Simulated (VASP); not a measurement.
# BaF2 (Frankdicksonite): single point with LDA

Crystal: BaF2 (Frankdicksonite).

```
Ba F
1.0
     0.00000    3.09716    3.09716
     3.09716    0.00000    3.09716
     3.09716    3.09716    0.00000
Ba F
1 2
Direct
  0.00000 0.00000 0.00000
  0.25000 0.25000 0.25000
  0.75000 0.75000 0.75000
```

```yaml
Program: VASP 6.6.1
Task: single point
Functional: LDA
Potentials_or_basis: VASP PAW LDA potentials, release 64 (Ba_sv, F)
Cutoff: 600 eV
k_mesh: 4 × 4 × 4
Occupations: gaussian, width 0.01 eV
Spin: no spin polarisation
```

```
Pressure               : -3.3 GPa
Band gap on the k mesh : 6.40 eV, indirect (least direct gap 6.49 eV)
```

Levels at points of the mesh, in eV from the valence-band top:
```tsv
k point	band 10	band 11	band 12	band 13	band 14	band 15
(0.00, 0.00, 0.00)	-0.09	-0.09	-0.09	6.40	9.08	9.08
(0.50, 0.00, 0.00)	-0.36	-0.17	-0.17	8.96	9.06	9.06
(0.50, 0.50, 0.00)	-0.33	-0.33	-0.14	7.00	8.89	10.66
```

Run time: 25 s on 1 thread of Intel Xeon 8259CL, with other jobs on the host, peak memory 0.17 GiB.

Caveat: the k points lie up to 0.44 Å⁻¹ apart; spin-orbit coupling is left out, which moves the levels of the heavy elements. A k mesh can miss the band edges.
